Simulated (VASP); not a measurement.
# Sc (Pm-3m) in VASP: notebook

Sc is run at these levels: LDA; tasks: relaxation of cell and atoms, single point.

All numbers are computed with VASP 6.6.1; they aren't measurements. Logs are shortened: lines on timing, memory, paths and dates and some standing lists are left out, and cuts for length are marked.

### 1 The cell of the first run

Symmetry: Pm-3m, No. 221, cubic system. The conventional cell has a = 3.000 Å, b = 3.000 Å, c = 3.000 Å, α = 90.00°, β = 90.00°, γ = 90.00°. Within 4.0 Å of Sc (site symmetry m-3m) lie 6 Sc at 3.00 Å.

This isn't the form of Sc at room conditions, which is hcp.

### 2 Relaxation of cell and atoms, LDA

Contents of INCAR:

```
PREC     = Accurate       # precision mode
ENCUT    = 600            # plane-wave cutoff, eV
EDIFF    = 1E-6           # SCF threshold, eV
ISMEAR   = -1             # smearing method
SIGMA    = 0.1            # smearing width, eV
LREAL    = False          # projectors in reciprocal space
LASPH    = True           # aspherical terms in the spheres
NELM     = 60             # most SCF steps
ALGO     = Normal         # electronic algorithm
ISIF     = 3              # what is computed and relaxed
LWAVE    = False          # write WAVECAR
LCHARG   = False          # write CHGCAR
IBRION   = 2              # ionic algorithm
NSW      = 80             # ionic steps
EDIFFG   = -0.01          # ionic threshold
```

Contents of KPOINTS:

```
regular mesh
0
Gamma
  10 10 10
```

Contents of POSCAR:

```
Sc
1.0
    3.0000848774      0.0000000000      0.0000000000
    0.0000000000      3.0000848774      0.0000000000
    0.0000000000      0.0000000000      3.0000848774
Sc
1
Direct
    0.0000000000      0.0000000000      0.0000000000
```

Potentials or basis: VASP PAW LDA potentials, release 64 (Sc_sv).

On the command line:

```bash
> cat potpaw_LDA.64/Sc_sv/POTCAR > POTCAR
> mpirun -np 1 vasp_std > vasp.out
```

OUTCAR:

```text
PREC = Accurate
   ENCUT = 600
   EDIFF = 1E-6
   ISMEAR = -1
   LREAL = False
   LASPH = True
   NELM = 60
   ISIF = 3
   IBRION = 2
   NSW = 80
   EDIFFG = -0.01

 ion  position               nearest neighbor table
   1  0.000  0.000  0.000-

  LATTYP: Found a simple cubic cell.
 ALAT       =     3.0000848774

  Lattice vectors:

 A1 = (   3.0000848774,   0.0000000000,   0.0000000000)
 A2 = (   0.0000000000,   3.0000848774,   0.0000000000)
 A3 = (   0.0000000000,   0.0000000000,   3.0000848774)

Analysis of symmetry for initial positions (statically):
=====================================================================
 Subroutine PRICEL returns:
 Original cell was already a primitive cell.

 Routine SETGRP: Setting up the symmetry group for a
 simple cubic supercell.

 Subroutine GETGRP returns: Found 48 space group operations
 (whereof 48 operations were pure point group operations)
 out of a pool of 48 trial point group operations.

The static configuration has the point symmetry O_h .

Analysis of symmetry for dynamics (positions and initial velocities):
=====================================================================
 Subroutine PRICEL returns:
 Original cell was already a primitive cell.

 Routine SETGRP: Setting up the symmetry group for a
 simple cubic supercell.

 Subroutine GETGRP returns: Found 48 space group operations
 (whereof 48 operations were pure point group operations)
 out of a pool of 48 trial point group operations.

The dynamic configuration has the point symmetry O_h .

 Subroutine INISYM returns: Found 48 space group operations
 (whereof 48 operations are pure point group operations),
 and found     1 'primitive' translations

----------------------------------------------------------------------------------------

                                     Primitive cell

  volume of cell :      27.0023

  direct lattice vectors                    reciprocal lattice vectors
     3.000084877  0.000000000  0.000000000     0.333323903  0.000000000  0.000000000
     0.000000000  3.000084877  0.000000000     0.000000000  0.333323903  0.000000000
     0.000000000  0.000000000  3.000084877     0.000000000  0.000000000  0.333323903

  length of vectors
     3.000084877  3.000084877  3.000084877     0.333323903  0.333323903  0.333323903

  position of ions in fractional coordinates (direct lattice)
     0.000000000  0.000000000  0.000000000

  ion indices of the primitive-cell ions
   primitive index   ion index
                 1           1

----------------------------------------------------------------------------------------

 KPOINTS: regular mesh

Automatic generation of k-mesh.
 Grid dimensions read from file:
 generate k-points for:   10   10   10

 Generating k-lattice:

  Cartesian coordinates                     Fractional coordinates (reciprocal lattice)
     0.033332390  0.000000000  0.000000000     0.100000000  0.000000000  0.000000000
     0.000000000  0.033332390  0.000000000     0.000000000  0.100000000  0.000000000
     0.000000000  0.000000000  0.033332390     0.000000000  0.000000000  0.100000000

  Length of vectors
     0.033332390  0.033332390  0.033332390

  Shift w.r.t. Gamma in fractional coordinates (k-lattice)
     0.000000000  0.000000000  0.000000000

 Subroutine IBZKPT returns following result:
 ===========================================

 Found     56 irreducible k-points:

 Following reciprocal coordinates:
            Coordinates               Weight
  0.000000  0.000000  0.000000      1.000000
  0.100000  0.000000  0.000000      6.000000
  0.200000  0.000000  0.000000      6.000000
  0.300000  0.000000  0.000000      6.000000
  0.400000  0.000000  0.000000      6.000000
  0.500000  0.000000  0.000000      3.000000
[... 16 lines left out ...]
  0.200000  0.100000  0.100000     24.000000
  0.300000  0.100000  0.100000     24.000000
 [... further k-points ...]
   k-points           NKPTS =     56   k-points in BZ     NKDIM =     56   number of bands    NBANDS=      9
   number of dos      NEDOS =    301   number of ions     NIONS =      1
   total plane-waves  NPLWV =  13824
   dimension x,y,z NGX =    24 NGY =   24 NGZ =   24
   dimension x,y,z NGXF=    48 NGYF=   48 NGZF=   48
   ions per type =               1
   NGX,Y,Z   is equivalent  to a cutoff of  13.30, 13.30, 13.30 a.u.
   NGXF,Y,Z  is equivalent  to a cutoff of  26.60, 26.60, 26.60 a.u.
 SYSTEM =  unknown system
   PREC   = accura    normal or accurate (medium, high low for compatibility)
   ISTART =      0    job   : 0-new  1-cont  2-samecut
   ICHARG =      2    charge: 1-file 2-atom 10-const
   ISPIN  =      1    spin polarized calculation?
   LNONCOLLINEAR =      F non collinear calculations
   LSORBIT =      F    spin-orbit coupling
   LASPH  =      T    aspherical Exc in radial PAW
   ENCUT  =  600.0 eV  44.10 Ry    6.64 a.u.   5.99  5.99  5.99*2*pi/ulx,y,z
   NELM   =     60;   NELMIN=  2; NELMDL= -5     # of ELM steps
   EDIFF  = 0.1E-05   stopping-criterion for ELM
   LREAL  =      F    real-space projection
   EDIFFG = -.1E-01   stopping-criterion for IOM
   NSW    =     80    number of steps for IOM
   IBRION =      2    ionic relax: 0-MD 1-quasi-New 2-CG
   NFREE  =      1    steps in history (QN), initial steepest desc. (CG)
   ISIF   =      3    stress and relaxation
   ISYM   =      2    0-nonsym 1-usesym 2-fastsym
   POTIM  = 0.5000    time-step for ionic-motion
   TEBEG  =    0.0;   TEEND  =   0.0 temperature during run
   PSTRESS=    0.0 pullay stress
   NELECT =      11.0000    total number of electrons
   NUPDOWN=      -1.0000    fix difference up-down
   EMIN   =  10.00;   EMAX   =-10.00  energy-range for DOS
   EFERMI =   0.00;   METHOD = LEGACY
   ISMEAR =    -1;   SIGMA  =   0.10  broadening in eV -4-tet -1-fermi 0-gaus
   EFERMI_NEDOS =   21; number of points for ismear=-14 and -15
   IALGO  =     38    algorithm
   IMIX   =      4    mixing-type and parameters
     AMIX     =   0.40;   BMIX     =  1.00
     AMIX_MAG =   1.60;   BMIX_MAG =  1.00
  volume/ion in A,a.u.               =      27.00       182.22
  Fermi-wavevector in a.u.,A,eV,Ry     =   1.213591  2.293354 20.038688  1.472802
  Thomas-Fermi vector in A             =   2.349038
   LORBIT       =      0    0 simple, 1 ext, 2 COOP (PROOUT), +10 PAW based schemes
   GGA     = CA    functional components
   LHFCALC =     F    Hartree Fock is set to
   AEXX    =    0.0000 exact exchange contribution
   IVDW    =     0    specifies the selected vdW correction
   LEPSILON=     F    determine dielectric tensor
   LRPA    =     F    only Hartree local field effects (RPA)
 conjugate gradient relaxation of ions
 non-spin polarized calculation
  energy-cutoff  :      600.00
  volume of cell :       27.00
 maximum number of plane-waves:       922
 NGX is ok and might be reduce to    24
   NGX = 11   NGY = 11   NGZ = 11

--------------------------------------- Ionic step        1  -------------------------------------------

 number of electron      11.0000003 magnetization

 Free energy of the ion-electron system (eV)
  ---------------------------------------------------
  ext. energy  EPLUGINS =         0.00000000
  ---------------------------------------------------
  free energy    TOTEN  =        -5.96918949 eV

  energy without entropy =       -5.87626357  energy(sigma->0) =       -5.92272653

 E-fermi :   3.0092     XC(G=0):  -9.7069

 val. band max:        3.0058025132   @ k =   0.4000   0.3000   0.1000
 cond. band min:       3.0326395102   @ k =   0.2000   0.1000   0.0000
 fundamental gap:      0.0268369970
 Fermi energy:         3.0091982464

 k-point     1 :       0.0000    0.0000    0.0000
  band No.  band energies     occupation
      1     -46.0819      2.00000
      2     -24.8084      2.00000
      3     -24.8084      2.00000
      4     -24.8084      2.00000
      5      -1.8484      2.00000
      6       2.5409      1.98166
      7       2.5409      1.98166
      8       6.6341      0.00000
      9       6.6341      0.00000

 k-point     2 :       0.1000    0.0000    0.0000
  band No.  band energies     occupation
      1     -46.0764      2.00000
      2     -24.8560      2.00000
      3     -24.8044      2.00000
      4     -24.8044      2.00000
      5      -1.6515      2.00000
      6       2.5908      1.97000
      7       2.6577      1.94220
      8       6.4617      0.00000
      9       6.4853      0.00000

 k-point     3 :       0.2000    0.0000    0.0000
  band No.  band energies     occupation
      1     -46.0618      2.00000
      2     -24.9789      2.00000
      3     -24.7939      2.00000
      4     -24.7939      2.00000
      5      -1.0916      2.00000
      6       2.7252      1.88962
      7       2.9396      1.33438
      8       6.0510      0.00000
      9       6.0514      0.00000
[... 335 lines left out ...]
 VOLUME and BASIS-vectors are now :
 -----------------------------------------------------------------------------
  energy-cutoff  :      600.00
  volume of cell :       23.42
      direct lattice vectors                 reciprocal lattice vectors
     2.860930189  0.000000000 -0.000000000     0.349536666 -0.000000000 -0.000000000
     0.000000000  2.860930189 -0.000000000    -0.000000000  0.349536666 -0.000000000
     0.000000000  0.000000000  2.860930189     0.000000000  0.000000000  0.349536666

 POSITION                                       TOTAL-FORCE (eV/Angst)
 -----------------------------------------------------------------------------------
      0.00000      0.00000      0.00000         0.000000      0.000000      0.000000
 -----------------------------------------------------------------------------------
    total drift:                                0.000000      0.000000      0.000000

  FREE ENERGIE OF THE ION-ELECTRON SYSTEM (eV)
  ---------------------------------------------------
  free  energy   TOTEN  =        -6.0287496084 eV

  energy  without entropy=       -5.9424219548  energy(sigma->0) =       -5.98558578

--------------------------------------- Ionic step        4  -------------------------------------------

 number of electron      11.0000002 magnetization

 Free energy of the ion-electron system (eV)
  ---------------------------------------------------
  ext. energy  EPLUGINS =         0.00000000
  ---------------------------------------------------
  free energy    TOTEN  =        -6.02880088 eV

  energy without entropy =       -5.94269124  energy(sigma->0) =       -5.98574606

 E-fermi :   3.8871     XC(G=0): -10.3024

 val. band max:        3.8850386482   @ k =   0.2000   0.1000   0.0000
 cond. band min:       3.9007021773   @ k =   0.4000   0.1000   0.1000
 fundamental gap:      0.0156635292
 Fermi energy:         3.8871323313

 k-point     1 :       0.0000    0.0000    0.0000
  band No.  band energies     occupation
      1     -44.9579      2.00000
      2     -23.5559      2.00000
      3     -23.5559      2.00000
      4     -23.5559      2.00000
      5      -1.2455      2.00000
      6       3.2450      1.99675
      7       3.2450      1.99675
      8       8.1318      0.00000
      9       8.1318      0.00000

 k-point     2 :       0.1000    0.0000    0.0000
  band No.  band energies     occupation
      1     -44.9482      2.00000
      2     -23.6311      2.00000
      3     -23.5495      2.00000
      4     -23.5495      2.00000
      5      -1.0218      2.00000
      6       3.3044      1.99412
      7       3.3979      1.98510
      8       7.9173      0.00000
      9       7.9173      0.00000

 k-point     3 :       0.2000    0.0000    0.0000
  band No.  band energies     occupation
      1     -44.9228      2.00000
      2     -23.8244      2.00000
      3     -23.5327      2.00000
      4     -23.5327      2.00000
      5      -0.3934      2.00000
      6       3.4651      1.97104
      7       3.7754      1.50691
      8       7.4102      0.00000
      9       7.4102      0.00000
[... 265 lines left out ...]
 VOLUME and BASIS-vectors are now :
 -----------------------------------------------------------------------------
  energy-cutoff  :      600.00
  volume of cell :       23.33
      direct lattice vectors                 reciprocal lattice vectors
     2.857258118  0.000000000 -0.000000000     0.349985881 -0.000000000 -0.000000000
     0.000000000  2.857258118 -0.000000000    -0.000000000  0.349985881 -0.000000000
     0.000000000  0.000000000  2.857258118     0.000000000  0.000000000  0.349985881

 POSITION                                       TOTAL-FORCE (eV/Angst)
 -----------------------------------------------------------------------------------
      0.00000      0.00000      0.00000        -0.000000     -0.000000      0.000000
 -----------------------------------------------------------------------------------
    total drift:                               -0.000000      0.000000      0.000000

  FREE ENERGIE OF THE ION-ELECTRON SYSTEM (eV)
  ---------------------------------------------------
  free  energy   TOTEN  =        -6.0288008828 eV

  energy  without entropy=       -5.9426912362  energy(sigma->0) =       -5.98574606

 reached required accuracy - stopping structural energy minimisation
```

Wall time 38 s (1 thread of Intel Xeon 8259CL, shared host); peak memory 0.14 GiB.

What came out:

| Property | Result |
| --- | --- |
| Free energy | -6.0288 eV |
| Relaxed volume | 23.33 Å³/atom |
| Relaxed cell | a = 2.857 Å, b = 2.857 Å, c = 2.857 Å, α = 90.00°, β = 90.00°, γ = 90.00° |
| Space group after relaxing (to 0.1 Å) | Pm-3m (No. 221) |
| Energy gained by relaxing | 59.6 meV/atom |
| Ionic steps | 4 |
| Pressure after relaxing | 0.0 GPa |
| Band gap on the k mesh | zero (an odd number of electrons rules out a gap without spin polarisation) |

The path:
| step | energy change (eV) | largest force (eV/Å) | pressure (GPa) | volume (Å³) |
| --- | --- | --- | --- | --- |
| 1 | 0.0000 | 0.0000 | -4.73 | 27.00 |
| 2 | -0.0572 | 0.0000 | -1.05 | 24.00 |
| 3 | -0.0596 | 0.0000 | -0.14 | 23.42 |
| 4 | -0.0596 | 0.0000 | -0.03 | 23.33 |

Final structure:
```
Sc
1.0
     2.85726    0.00000    0.00000
     0.00000    2.85726    0.00000
     0.00000    0.00000    2.85726
Sc
1
Direct
  0.00000 0.00000 0.00000
```

Levels at points of the mesh, in eV from the Fermi level:
```csv
k point,band 1,band 2,band 3,band 4,band 5,band 6,band 7,band 8,band 9
"(0.00, 0.00, 0.00)",-48.85,-27.44,-27.44,-27.44,-5.13,-0.64,-0.64,4.24,4.24
"(0.50, 0.00, 0.00)",-48.74,-28.20,-27.38,-27.38,-1.64,-0.28,0.04,2.44,2.44
"(0.50, 0.50, 0.00)",-48.64,-28.08,-28.08,-27.31,-2.03,0.28,2.85,2.85,4.25
"(0.50, 0.50, 0.50)",-48.55,-27.98,-27.98,-27.98,-0.63,-0.63,-0.63,5.42,5.42
```

### 3 Single point, LDA

This run uses another cell than the first one, of 23.26 Å³/atom.

Contents of INCAR:

```
SYSTEM = Sc
PREC = Accurate ; ENCUT = 520
EDIFF = 1E-6 ; ISMEAR = -1
SIGMA = 0.1 ; LREAL = .False.
LASPH = .True. ; NELM = 60
ALGO = Normal ; ISIF = 2
LWAVE = .False. ; LCHARG = .False.
NBANDS = 12
```

Contents of KPOINTS:

```
Automatic mesh
0
Gamma
  18 18 18
  0 0 0
```

Contents of POSCAR:

```
Sc
1.0
    2.8544500454      0.0000000000      0.0000000000
    0.0000000000      2.8544500454      0.0000000000
    0.0000000000      0.0000000000      2.8544500454
Sc
1
Direct
    0.0000000000      0.0000000000      0.0000000000
```

Potentials or basis: VASP PAW LDA potentials, release 64 (Sc_sv).

On the command line:

```bash
> cat potpaw_LDA.64/Sc_sv/POTCAR > POTCAR
> mpirun -np 1 vasp_std > vasp.out
```

Run time: 59 s. Hardware: 1 thread of Intel Xeon 8259CL, shared host; peak memory 0.17 GiB.

Results (log left out):

| Property | Result |
| --- | --- |
| Free energy | -6.0312 eV |
| Pressure | 0.0 GPa |
| Band gap on the k mesh | zero (an odd number of electrons rules out a gap without spin polarisation) |

Levels at points of the mesh, in eV from the Fermi level:
```tsv
k point	band 2	band 3	band 4	band 5	band 6	band 7	band 8	band 9
(0.00, 0.00, 0.00)	-27.43	-27.43	-27.43	-5.13	-0.64	-0.64	4.26	4.26
(0.50, 0.00, 0.00)	-28.19	-27.36	-27.36	-1.63	-0.27	0.05	2.45	2.45
(0.50, 0.50, 0.00)	-28.08	-28.08	-27.30	-2.03	0.29	2.86	2.86	4.27
(0.50, 0.50, 0.50)	-27.97	-27.97	-27.97	-0.62	-0.62	-0.62	5.44	5.44
```
